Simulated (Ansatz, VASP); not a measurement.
## Ag: VASP beside Ansatz

Contents of INCAR:

```
SYSTEM = Ag
ALGO = Normal ; EDIFF = 1E-7
ENCUT = 520 ; GGA = PE
ISIF = 2 ; ISMEAR = -1
LASPH = .TRUE. ; LCHARG = .FALSE.
LREAL = .FALSE. ; LWAVE = .FALSE.
NBANDS = 12 ; NELM = 100
PREC = Accurate ; SIGMA = 0.08
```

KPOINTS

```
k-points
0
G
  16 16 16
  0 0 0
```

POSCAR

```
Ag
1.0
    2.6756710315      0.0000000000      0.0000000000
    0.0000000000      2.6756710315      0.0000000000
    0.0000000000      0.0000000000      2.6756710315
Ag
1
Direct
    0.0000000000      0.0000000000      0.0000000000
```

Input for Ansatz:

```yaml
crystal:
  lattice:
    - [2.6756710315, 0.0, 0.0]
    - [0.0, 2.6756710315, 0.0]
    - [0.0, 0.0, 2.6756710315]
  atoms:
    - { symbol: Ag, position: [0.0, 0.0, 0.0] }
kpoints:
  mp_grid: { grid: [16, 16, 16] }
scf:
  occupations: { method: fermi_dirac, width: 0.08 }
hamiltonian:
  xc: pbe
  pseudopotentials: { kind: paw }
output:
  forces: true
  stress: true
  eigenvalues: true
  populations: true
```

Change from the starting cell: volume scaled by 0.92, PAW files.

Alike in both runs: task single point; functional PBE; k mesh 16 × 16 × 16; occupations fermi-dirac, width 0.08 eV; no spin polarisation.

|  | VASP | Ansatz |
| --- | --- | --- |
| version | VASP 6.6.1 | Ansatz 0.2.0 |
| potentials or method | VASP PAW PBE potentials, release 64 (Ag) | PAW with Ansatz's default frozen-core files, scalar-relativistic |
| plane-wave cutoff (eV) | 520 | 420 |
| valence electrons in the cell | 11 | 19 |

```tsv
	VASP	Ansatz	Ansatz less VASP
pressure (GPa)	6.9	7.0	+0.18
```

VASP's potentials hold 11 valence electrons a cell and Ansatz's 19, so a difference there can come from the potentials and not from the codes.
